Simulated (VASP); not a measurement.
Set up this calculation in VASP 6.6.1, as the native input.

| Quantity | Value |
| --- | --- |
| Task | single point |
| Functional | PBE0 |
| Potentials or basis | VASP PAW PBE potentials, release 64 (K_sv, Ta_pv, O) |
| Cutoff | 520 eV |
| k mesh | 4 × 4 × 4 |
| Occupations | gaussian, width 0.01 eV |
| Spin | no spin polarisation |
| Dipole correction | no |
| Grid for exact exchange (PRECFOCK) | Fast |
| Further INCAR settings | ALGO = Normal; EDIFF = 1e-06; NBANDS = 27 |
| Share of exact exchange | 0.25 |

Crystal: KTaO3.

```
CELL_PARAMETERS angstrom
3.99013 0.00000 0.00000
0.00000 3.99013 0.00000
0.00000 0.00000 3.99013
ATOMIC_POSITIONS crystal
K 0.00000 0.00000 0.00000
Ta 0.50000 0.50000 0.50000
O 0.50000 0.50000 0.00000
O 0.50000 0.00000 0.50000
O 0.00000 0.50000 0.50000
```

These files were run (other wordings do the same):

POSCAR

```
KTaO3
1.0
    3.9901311086      0.0000000000      0.0000000000
    0.0000000000      3.9901311086      0.0000000000
    0.0000000000      0.0000000000      3.9901311086
K Ta O
1 1 3
Direct
    0.0000000000      0.0000000000      0.0000000000
    0.5000000000      0.5000000000      0.5000000000
    0.5000000000      0.5000000000      0.0000000000
    0.5000000000      0.0000000000      0.5000000000
    0.0000000000      0.5000000000      0.5000000000
```

INCAR.step1

```
PREC = Accurate ; ENCUT = 520
EDIFF = 1E-5 ; ISMEAR = 0
SIGMA = 0.01 ; LREAL = F
LASPH = T ; NELM = 60
ALGO = Normal ; ISIF = 2
LWAVE = T ; LCHARG = F
NBANDS = 27 ; GGA = PE
```

INCAR.step2

```
PREC = Accurate ; ENCUT = 520
EDIFF = 1E-6 ; ISMEAR = 0
SIGMA = 0.01 ; LREAL = F
LASPH = T ; NELM = 60
ALGO = Normal ; ISIF = 2
LWAVE = F ; LCHARG = F
GGA = PE ; LHFCALC = T
AEXX = 0.25 ; PRECFOCK = Fast
NBANDS = 27 ; ISTART = 1
```

KPOINTS

```
regular mesh
0
Gamma
  4 4 4
```

Potentials or basis: VASP PAW PBE potentials, release 64 (K_sv, Ta_pv, O).

Command:

```bash
$ cat potpaw_PBE.64/K_sv/POTCAR potpaw_PBE.64/Ta_pv/POTCAR potpaw_PBE.64/O/POTCAR > POTCAR
$ cp INCAR.step1 INCAR
$ mpirun -np 1 vasp_std > vasp.out
$ cp INCAR.step2 INCAR
$ mpirun -np 1 vasp_std > vasp.out
```

Results of the run:

The pressure is -0.5 GPa and the band gap on the k mesh is 4.25 eV (least direct gap 4.89 eV).

Caveat: the PAW data sets were made with another functional, which shifts forces and pressure a little; spin-orbit coupling is left out, which moves the levels of the heavy elements.

It took 15 min on 1 thread of Intel Xeon 8259CL (shared host), peak memory 0.16 GiB.
